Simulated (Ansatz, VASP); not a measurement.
# Ru: VASP and Ansatz over several settings

```
CELL_PARAMETERS angstrom
2.68764 0.00000 0.00000
-1.34382 2.32756 0.00000
0.00000 0.00000 4.25316
ATOMIC_POSITIONS crystal
Ru 0.66667 0.33333 0.75000
Ru 0.33333 0.66667 0.25000
```

Single points on this cell with VASP 6.6.1 and Ansatz 0.2.0. Each row is one pair of runs. Alike in all rows: smearing: fermi-dirac, width 0.05 eV.

| level | spin | k mesh | VASP's potentials, cutoff | Ansatz's potentials, cutoff | pressure (GPa), VASP | pressure (GPa), Ansatz |
| --- | --- | --- | --- | --- | --- | --- |
| HSE06 | off | 6 × 6 × 3 | VASP PAW PBE potentials, release 64 (Ru_pv), 520 eV | Ansatz PAW, 420 eV | -1.4 | -2.0 |
| LDA | non-collinear, zero start, SOC | 11 × 11 × 6 | VASP PAW LDA potentials, release 64 (Ru_pv), 520 eV | Ansatz PAW, 420 eV | -4.6 | -5.6 |
| r2SCAN | off | 11 × 11 × 6 | VASP PAW PBE potentials, release 64 (Ru_pv), 520 eV | Ansatz PAW, 500 eV | 6.6 | 4.9 |

Pressure (GPa): the two programs differ by at most 1.66.

VASP's potentials hold 28 valence electrons a cell and Ansatz's 32, so a difference there can come from the potentials and not from the codes.

The k mesh is coarse in some rows, so the values compare programs but aren't converged.
